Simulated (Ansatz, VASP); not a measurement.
## One calculation of GaAs, two programs

INCAR

```
SYSTEM = GaAs
  PREC = Accurate
  ENCUT = 520
  EDIFF = 1E-6
  ISMEAR = -1
  SIGMA = 0.08
  LREAL = .FALSE.
  LASPH = .TRUE.
  NELM = 80
  ALGO = Normal
  ISIF = 2
  LWAVE = .FALSE.
  LCHARG = .TRUE.
  GGA = CA
  LELF = .TRUE.
  LVHAR = .TRUE.
  NBANDS = 16
```

The input KPOINTS:

```
regular mesh
0
G
  10 10 10
  0 0 0
```

POSCAR

```
GaAs
1.0
    0.0000000000      2.8078772807      2.8078772807
    2.8078772807      0.0000000000      2.8078772807
    2.8078772807      2.8078772807      0.0000000000
Ga As
1 1
Direct
    0.0000000000      0.0000000000      0.0000000000
    0.7500000000      0.7500000000      0.7500000000
```

Input for Ansatz:

```yaml
crystal:
  lattice:
    - [0.0, 2.8078772807, 2.8078772807]
    - [2.8078772807, 0.0, 2.8078772807]
    - [2.8078772807, 2.8078772807, 0.0]
  atoms:
    - { symbol: Ga, position: [0.0, 0.0, 0.0] }
    - { symbol: As, position: [0.75, 0.75, 0.75] }
kpoints:
  mp_grid: { grid: [10, 10, 10] }
  band_path:
    path:
      - [0.0, 0.0, 0.0]
      - [-0.5, -0.5, 0.0]
      - [-0.375, -0.375, 0.25]
      - [-0.375, 0.0, 0.375]
      - [0.0, 0.0, 0.0]
      - [0.0, 0.0, 0.5]
      - [-0.5, -0.25, 0.25]
      - [-0.5, -0.5, 0.0]
    npoints: 5
scf:
  occupations: { method: fermi_dirac, width: 0.08 }
hamiltonian:
  xc: lda
  pseudopotentials: { kind: all_electron, lapw: { basis_error: 0.001 } }
output:
  forces: true
  stress: true
  eigenvalues: true
```

Change from the starting cell: volume scaled by 0.98.

Alike in both runs: task single point; functional LDA; k mesh 10 × 10 × 10; occupations fermi-dirac, width 0.08 eV; no spin polarisation.

|  | VASP | Ansatz |
| --- | --- | --- |
| version | VASP 6.6.1 | Ansatz 0.2.0 |
| potentials or method | VASP PAW LDA potentials, release 64 (Ga_d, As), cutoff 520 eV | all-electron LAPW, scalar-relativistic |

```tsv
	VASP	Ansatz	Ansatz less VASP
pressure (GPa)	-0.2	-0.5	-0.28
```

LDA's correlation is that of Perdew and Zunger in VASP and of Perdew and Wang (1992) in Ansatz. Ansatz ran all-electron here, and VASP with PAW potentials.
